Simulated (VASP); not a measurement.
Set up this calculation in VASP 6.6.1, as the native input.

```yaml
Task: single point
Functional: r2SCAN
Potentials_or_basis: VASP PAW PBE potentials, release 64 (Mg, S)
Cutoff: 520 eV
k_mesh: 8 × 8 × 8
Occupations: gaussian, width 0.05 eV
Spin: no spin polarisation
Dipole_correction: no
Further_INCAR_settings: ALGO = Normal; EDIFF = 1e-06; NBANDS = 11
```

MgS:

```
Mg S
1.0
     0.00000    2.80978    2.60165
     2.80978    0.00000    2.60165
     2.80978    2.80978    0.00000
Mg S
1 1
Direct
  0.00000 0.00000 0.00000
  0.50000 0.50000 0.50000
```

This cell differs from its parent crystal: strain +0.080 along x and y, +0.000 along z.

These files were run (other wordings do the same):

POSCAR

```
MgS
1.0
    0.0000000000      2.8097820000      2.6016500000
    2.8097820000      0.0000000000      2.6016500000
    2.8097820000      2.8097820000      0.0000000000
Mg S
1 1
Direct
    0.0000000000      0.0000000000      0.0000000000
    0.5000000000      0.5000000000      0.5000000000
```

INCAR.step1

```
SYSTEM = MgS
PREC = Accurate ; ENCUT = 520
ISMEAR = 0 ; SIGMA = 0.05
LREAL = .False. ; LASPH = .True.
NELM = 100 ; NBANDS = 11
GGA = PE ; ALGO = Normal
EDIFF = 1E-4 ; LWAVE = .True.
LCHARG = .False.
```

INCAR.step2

```
SYSTEM = MgS
PREC = Accurate ; ENCUT = 520
EDIFF = 1E-6 ; ISMEAR = 0
SIGMA = 0.05 ; LREAL = .False.
LASPH = .True. ; NELM = 100
ALGO = Normal ; ISIF = 2
LWAVE = .False. ; LCHARG = .False.
METAGGA = R2SCAN ; LMIXTAU = .True.
NBANDS = 11 ; ISTART = 1
```

KPOINTS

```
Automatic mesh
0
Gamma
  8 8 8
  0 0 0
```

Potentials or basis: VASP PAW PBE potentials, release 64 (Mg, S).

Command:

```bash
$ cat potpaw_PBE.64/Mg/POTCAR potpaw_PBE.64/S/POTCAR > POTCAR
$ cp INCAR.step1 INCAR
$ mpirun -np 1 vasp_std > vasp.out
$ cp INCAR.step2 INCAR
$ mpirun -np 1 vasp_std > vasp.out
```

It gave:

- Pressure: -8.7 GPa
- Band gap on the k mesh: 2.84 eV, indirect (least direct gap 3.34 eV)

Caveat: the cell differs from its parent crystal (strain +0.080 along x and y, +0.000 along z); the PAW data sets were made with another functional, which shifts forces and pressure a little.

Run time: 2.7 min on 1 thread of AMD EPYC 7R13, with other jobs on the host, peak memory 0.16 GiB.
